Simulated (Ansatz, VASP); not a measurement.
# TiSi4Mo in VASP and in Ansatz

File INCAR:

```
SYSTEM = TiSi4Mo
ALGO = Fast
EDIFF = 1E-6
ENCUT = 520
GGA = PE
ISIF = 2
ISMEAR = 0
LASPH = .TRUE.
LCHARG = .FALSE.
LREAL = .FALSE.
LWAVE = .FALSE.
NBANDS = 30
NELM = 80
PREC = Accurate
SIGMA = 0.1
```

KPOINTS

```
k-points
0
G
  10 12 12
  0 0 0
```

The input POSCAR:

```
TiSi4Mo
1.0
    3.5686243288      0.0000000000      0.0000000000
    0.0000000000      1.7442963618      6.8883779386
    0.0000000000     -1.7442963618      6.8883779386
Ti Si Mo
1 4 1
Direct
    0.5000000000      0.8927482544      0.8927482544
    0.5000000000      0.5556730831      0.5556730831
    0.0000000000      0.4370616137      0.4370616137
    0.5000000000      0.2504754716      0.2504754716
    0.0000000000      0.7535605350      0.7535605350
    0.0000000000      0.1104810422      0.1104810422
```

Input for Ansatz:

```yaml
crystal:
  lattice:
    - [3.5686243288, 0.0, 0.0]
    - [0.0, 1.7442963618, 6.8883779386]
    - [0.0, -1.7442963618, 6.8883779386]
  atoms:
    - { symbol: Ti, position: [0.5, 0.8927482544, 0.8927482544] }
    - { symbol: Si, position: [0.5, 0.5556730831, 0.5556730831] }
    - { symbol: Si, position: [0.0, 0.4370616137, 0.4370616137] }
    - { symbol: Si, position: [0.5, 0.2504754716, 0.2504754716] }
    - { symbol: Si, position: [0.0, 0.753560535, 0.753560535] }
    - { symbol: Mo, position: [0.0, 0.1104810422, 0.1104810422] }
basis:
  ecutwfc: 420
kpoints:
  mp_grid: { grid: [10, 12, 12] }
  band_path:
    path:
      - [[0.0, 0.0, 0.0], [0.0, -0.5, -0.5], [0.0, -0.26603048, -0.73396952]]
      - [[0.0, 0.26603048, -0.26603048], [0.0, 0.0, 0.0], [-0.5, 0.0, 0.0], [-0.5, 0.26603048, -0.26603048]]
      - [[-0.5, -0.26603048, -0.73396952], [-0.5, -0.5, -0.5], [0.0, -0.5, -0.5]]
      - [[0.0, 0.0, 0.0], [0.0, 0.0, -0.5], [-0.5, 0.0, -0.5], [-0.5, 0.0, 0.0], [-0.5, -0.5, -0.5]]
    npoints: 14
hamiltonian:
  xc: pbe
scf:
  occupations: { method: gaussian, width: 0.1 }
  n_extra_bands: 15
output:
  forces: true
  stress: true
  eigenvalues: true
  populations: true
  dos: { projected: true, de: 0.02, nscf_kmesh: { grid: [12, 15, 15] } }
  bader: true
  write_density: true
  write_potential: true
  elf: true
  volumetric_format: npy
```

Alike in both runs: task single point; functional PBE; k mesh 10 × 12 × 12; occupations gaussian, width 0.1 eV; no spin polarisation.

```csv
,VASP,Ansatz
version,VASP 6.6.1,Ansatz 0.2.0
potentials or method,"VASP PAW PBE potentials, release 64 (Ti_sv, Si, Mo_sv), cutoff 520 eV","scalar-relativistic, plane waves, PAW"
valence electrons in the cell,42,42
```

|  | VASP | Ansatz | Ansatz less VASP |
| --- | --- | --- | --- |
| gap on the k mesh at the Fermi level (eV) | none | none | - |
| pressure (GPa) | 0.0 | 0.0 | 0.00 |
| rms of the force components (eV/Å) | 0.005 | 0.002 | -0.0028 |

Atom by atom the forces differ by 0.004 eV/Å (rms over components). A gap of «none» marks a metal or a gap that the smearing closes. With one functional, cell and mesh, what is left measures potentials, basis and numerics.
